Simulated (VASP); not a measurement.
Input of a VASP 6.6.1 run:

File INCAR:

```
PREC = Accurate
ENCUT = 500
EDIFF = 1E-7
ISMEAR = -1
SIGMA = 0.05
LREAL = False
LASPH = True
NELM = 120
ALGO = Normal
ISIF = 3
LWAVE = False
LCHARG = False
IBRION = 2
NSW = 60
EDIFFG = -0.01
GGA_COMPAT = False
NELMIN = 4
```

KPOINTS

```
Automatic mesh
0
Gamma
  11 11 11
```

POSCAR

```
Ta
1.0
   -1.6512800000      1.6512800000      1.6512800000
    1.6512800000     -1.6512800000      1.6512800000
    1.6512800000      1.6512800000     -1.6512800000
Ta
1
Direct
    0.0000000000      0.0000000000      0.0000000000
```

Potentials or basis: VASP PAW LDA potentials, release 64 (Ta_sv_GW).

Run with:

```sh
$ cat potpaw_LDA.64/Ta_sv_GW/POTCAR > POTCAR
$ mpirun -np 1 vasp_std > vasp.out
```

**Question.** Estimate the band gap on the k mesh.

**Answer.** Zero (an odd number of electrons rules out a gap without spin polarisation).

**Question.** Estimate the relaxed volume.

**Answer.** 17.19 Å³/atom.

**Question.** Predict the space group after relaxing (to 0.1 Å).

**Answer.** Im-3m (No. 229).

**Question.** Estimate the relaxed cell.

**Answer.** a = 2.816 Å, b = 2.816 Å, c = 2.816 Å, α = 109.47°, β = 109.47°, γ = 109.47°.

The path:
```tsv
step	energy change (eV)	largest force (eV/Å)	pressure (GPa)	volume (Å³)
1	0.0000	0.0000	-9.91	18.01
2	0.1646	0.0000	34.88	15.26
3	-0.0264	0.0000	-0.52	17.23
4	-0.0265	0.0000	-0.06	17.19
```

Caveat: spin-orbit coupling is left out, which moves the levels of the heavy elements. Zero-point motion and thermal expansion aren't in these numbers.
